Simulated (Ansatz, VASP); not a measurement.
## Ca: VASP beside Ansatz

```xyz
2
Lattice="3.5417 0.0000 0.0000 -1.7709 3.0672 0.0000 0.0000 0.0000 5.8581" Properties=species:S:1:pos:R:3 pbc="T T T"
Ca    0.0000    2.0448    1.4645
Ca    1.7709    1.0224    4.3936
```

Change from the starting cell: volume scaled by 0.78, PAW files.

Alike in both runs: task single point; functional PBEsol; k mesh 11 × 11 × 6; occupations fermi-dirac, width 0.08 eV; no spin polarisation.

```csv
,VASP,Ansatz
version,VASP 6.6.1,Ansatz 0.2.0
potentials or method,"VASP PAW PBE potentials, release 64 (Ca_sv)","PAW with Ansatz's default frozen-core files, scalar-relativistic"
plane-wave cutoff (eV),520,420
valence electrons in the cell,20,20
```

Ansatz gave:

* pressure (GPa): 6.5
* traceless stress, the component that is largest in VASP (GPa): 0.09

Q: Which values does VASP return?

A: Pressure (GPa): 6.5; traceless stress, the component that is largest in VASP (GPa): 0.08.

VASP's potentials were made for PBE, not for PBEsol.
